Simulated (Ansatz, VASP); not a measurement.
# CdS: VASP beside Ansatz

INCAR

```
SYSTEM = CdS
ALGO = Normal
EDIFF = 1E-6
ENCUT = 630
GGA = PE
GGA_COMPAT = .False.
ISIF = 2
ISMEAR = 0
LASPH = .True.
LCHARG = .False.
LREAL = .False.
LWAVE = .False.
NBANDS = 20
NELM = 120
PREC = Accurate
SIGMA = 0.1
```

KPOINTS

```
k-points
0
Gamma
  6 6 6
  0 0 0
```

File POSCAR:

```
CdS
1.0
   -1.8496469400      2.0764155000      3.4140901000
    1.8496469400     -2.0764155000      3.4140901000
    1.8496469400      2.0764155000     -3.4140901000
Cd S
1 1
Direct
    0.0000000000      0.0000000000      0.0000000000
    0.5000000000      0.0000000000      0.5000000000
```

Input for Ansatz:

```yaml
crystal:
  lattice:
    - [-1.84964694, 2.0764155, 3.4140901]
    - [1.84964694, -2.0764155, 3.4140901]
    - [1.84964694, 2.0764155, -3.4140901]
  atoms:
    - { symbol: Cd, position: [0.0, 0.0, 0.0] }
    - { symbol: S, position: [0.5, 0.0, 0.5] }
basis:
  ecutwfc: 420
kpoints:
  mp_grid: { grid: [6, 6, 6] }
hamiltonian:
  xc: pbe
scf:
  occupations: { method: gaussian, width: 0.1 }
  lower_state_search: "off"
output:
  forces: true
  stress: true
  eigenvalues: true
```

Alike in both runs: task single point; functional PBE; k mesh 6 × 6 × 6; occupations gaussian, width 0.1 eV; no spin polarisation.

|  | VASP | Ansatz |
| --- | --- | --- |
| version | VASP 6.6.1 | Ansatz 0.2.0 |
| potentials or method | VASP PAW PBE potentials, release 64 (Cd_sv_GW, S), cutoff 630 eV | scalar-relativistic, plane waves, PAW |
| valence electrons in the cell | 26 | 26 |

|  | VASP | Ansatz | Ansatz less VASP |
| --- | --- | --- | --- |
| gap on the k mesh at the Fermi level (eV) | 0.62 | 0.61 | -0.015 |
| least direct gap on the mesh (eV) | 1.74 | 1.73 | -0.016 |
| pressure (GPa) | 20.3 | 20.6 | +0.31 |
| traceless stress, the component that is largest in VASP (GPa) | 37.50 | 37.83 | +0.321 |

With one functional, cell and mesh, what is left measures potentials, basis and numerics.
